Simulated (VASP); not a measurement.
Input of a VASP 6.6.1 run:

Contents of INCAR:

```
SYSTEM = Sn
ALGO     = Normal         ! electronic algorithm
EDIFF    = 1E-6           ! SCF threshold, eV
ENCUT    = 520            ! plane-wave cutoff, eV
ISIF     = 2              ! what is computed and relaxed
ISMEAR   = -1             ! smearing method
LASPH    = .True.         ! aspherical terms in the spheres
LCHARG   = .False.        ! write CHGCAR
LREAL    = .False.        ! projectors in reciprocal space
LWAVE    = .False.        ! write WAVECAR
NBANDS   = 13             ! bands
NELM     = 60             ! most SCF steps
PREC     = Accurate       ! precision mode
SIGMA    = 0.05           ! smearing width, eV
```

The input KPOINTS:

```
k-points
0
Gamma
  11 11 11
  0 0 0
```

POSCAR

```
Sn
1.0
   -1.6838366629      1.6837983414      2.2841857126
    1.6838366629     -1.6837983414      2.2841857126
    1.6838366629      1.6837983414     -2.2841857126
Sn
1
Direct
    0.0000000000      0.0000000000      0.0000000000
```

Potentials or basis: VASP PAW LDA potentials, release 64 (Sn_d).

Command:

```sh
$ cat potpaw_LDA.64/Sn_d/POTCAR > POTCAR
$ mpirun -np 1 vasp_std > vasp.out
```

**Question.** Estimate the band gap on the k mesh.

**Answer.** Zero (band 7 reaches 16.40 eV, above the bottom of band 8 at 6.47 eV).

**Question.** Estimate the pressure.

**Answer.** 0.0 GPa.

Caveat: spin-orbit coupling is left out, which moves the levels of the heavy elements.
